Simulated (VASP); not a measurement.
Wanted: the native input for a VASP 6.6.1 run.

```yaml
Task: single point
Functional: PBE
Potentials_or_basis: VASP PAW PBE potentials, release 64 (Rb_sv, Br)
Cutoff: 520 eV
k_mesh: 6 × 6 × 6
Occupations: fermi-dirac, width 0.02 eV
Spin: no spin polarisation
Dipole_correction: no
Further_INCAR_settings: ALGO = Normal; EDIFF = 1e-06; NBANDS = 15
```

The structure of RbBr lies in POSCAR:

```
RbBr
1.0
    4.1242532581     -0.1187784938      0.0000000000
   -0.1187784938      4.1242532581      0.0000000000
    0.0000000000      0.0000000000      4.1242532581
Rb Br
1 1
Direct
    0.0000000000      0.0000000000      0.0000000000
    0.5000000000      0.5000000000      0.5000000000
```

This cell differs from its parent crystal: shear xy strain -5.8%.

These files were run (other wordings do the same):

INCAR

```
PREC = Accurate
ENCUT = 520
EDIFF = 1E-6
ISMEAR = -1
SIGMA = 0.02
LREAL = False
LASPH = True
NELM = 100
ALGO = Normal
ISIF = 2
LWAVE = False
LCHARG = False
GGA = PE
NBANDS = 15
```

KPOINTS

```
Automatic mesh
0
Gamma
  6 6 6
```

Potentials or basis: VASP PAW PBE potentials, release 64 (Rb_sv, Br).

Launch:

```console
$ cat potpaw_PBE.64/Rb_sv/POTCAR potpaw_PBE.64/Br/POTCAR > POTCAR
$ mpirun -np 1 vasp_std > vasp.out
```

Results of the run:

```
Pressure               : 0.9 GPa
Band gap on the k mesh : 4.09 eV, indirect (least direct gap 4.22 eV)
```

Caveat: the cell differs from its parent crystal (shear xy strain -5.8%).

Wall time 29 s on 1 thread of Intel(R) Xeon(R) Platinum 8375C CPU @ 2.90GHz (Ice Lake), with other jobs on the host, peak memory 0.21 GiB.
